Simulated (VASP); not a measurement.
Here is a VASP 6.6.1 calculation.

The input INCAR:

```
SYSTEM = CdO
ALGO = Normal
EDIFF = 1E-6
ENCUT = 700
GGA = PE
GGA_COMPAT = .FALSE.
ISIF = 2
ISMEAR = 0
IVDW = 13
LASPH = .TRUE.
LCHARG = .FALSE.
LREAL = .FALSE.
LWAVE = .FALSE.
NBANDS = 20
NELM = 120
PREC = Accurate
SIGMA = 0.05
```

File KPOINTS:

```
k-points
0
G
  8 8 8
  0 0 0
```

POSCAR

```
CdO
1.0
    0.0000000000      2.3481500455      2.3481500455
    2.3481500455      0.0000000000      2.3481500455
    2.3481500455      2.3481500455      0.0000000000
Cd O
1 1
Direct
    0.0000000000      0.0000000000      0.0000000000
    0.5000000000      0.5000000000      0.5000000000
```

Potentials or basis: VASP PAW PBE potentials, release 64 (Cd_sv_GW, O).

Run with:

```console
$ cat potpaw_PBE.64/Cd_sv_GW/POTCAR potpaw_PBE.64/O/POTCAR > POTCAR
$ mpirun -np 1 vasp_std > vasp.out
```

Predict the dispersion energy per atom.

-0.314 eV.

What does it give for the pressure?

2.5 GPa.
